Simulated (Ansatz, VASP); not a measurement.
**SnO2: VASP beside Ansatz**

```xyz
6
Lattice="4.6955 0.0000 0.0000 0.0000 4.6955 0.0000 0.0000 0.0000 3.1579" Properties=species:S:1:pos:R:3 pbc="T T T"
Sn    0.0000    0.0000    0.0000
Sn    2.3478    2.3478    1.5790
O     1.4420    1.4420    0.0000
O     0.9058    3.7897    1.5790
O     3.2535    3.2535    0.0000
O     3.7897    0.9058    1.5790
```

Alike in both runs: task single point; functional PBE; k mesh 4 × 4 × 6; no spin polarisation.

```csv
,VASP,Ansatz
version,VASP 6.6.1,Ansatz 0.2.0
potentials or method,"VASP PAW PBE potentials, release 64 (Sn_d, O), cutoff 520 eV","plane waves, PAW"
occupations,"gaussian, width 0.01 eV",fixed
valence electrons in the cell,52,52
```

Ansatz gave:

- pressure (GPa): 17.8
- traceless stress, the component that is largest in VASP (GPa): 3.30

Question: Which values does VASP return?

Answer: Pressure (GPa): 18.5; traceless stress, the component that is largest in VASP (GPa): 3.57.
